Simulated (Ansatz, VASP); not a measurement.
## TaSi2 in VASP and in Ansatz

```
Ta Si
1.0
     4.76086    0.00000    0.00000
    -2.38043    4.12303    0.00000
     0.00000    0.00000    6.22799
Ta Si
3 6
Direct
  0.50000 0.00000 0.50000
  0.50000 0.50000 0.83333
  0.00000 0.50000 0.16667
  0.15927 0.31854 0.50000
  0.84073 0.15927 0.83333
  0.68146 0.84073 0.16667
  0.84073 0.68146 0.50000
  0.15927 0.84073 0.83333
  0.31854 0.15927 0.16667
```

Change from the starting cell: strain +0.000 along x and y, -0.050 along z, atoms carried along.

Alike in both runs: task single point; functional PBEsol; k mesh 12 × 12 × 6; occupations gaussian, width 0.15 eV; no spin polarisation.

|  | VASP | Ansatz |
| --- | --- | --- |
| version | VASP 6.6.1 | Ansatz 0.2.0 |
| potentials or method | VASP PAW PBE potentials, release 64 (Ta_pv, Si), cutoff 520 eV | scalar-relativistic, plane waves, PAW |
| valence electrons in the cell | 57 | 63 |

Ansatz gave:

| Item | Value |
| --- | --- |
| gap on the k mesh at the Fermi level (eV) | none |
| pressure (GPa) | 13.5 |
| traceless stress, the component that is largest in VASP (GPa) | 15.93 |
| rms of the force components (eV/Å) | 0.083 |

Which values does VASP return?

gap on the k mesh at the Fermi level (eV): none; pressure (GPa): 13.9; traceless stress, the component that is largest in VASP (GPa): 16.02; rms of the force components (eV/Å): 0.086.

VASP's potentials were made for PBE, not for PBEsol. Atom by atom the forces differ by 0.003 eV/Å (rms over components). A gap of «none» marks a metal or a gap that the smearing closes. With one functional, cell and mesh, what is left measures potentials, basis and numerics. VASP's potentials hold 57 valence electrons a cell and Ansatz's 63, so a difference there can come from the potentials and not from the codes.

Neither program's run includes spin-orbit coupling.
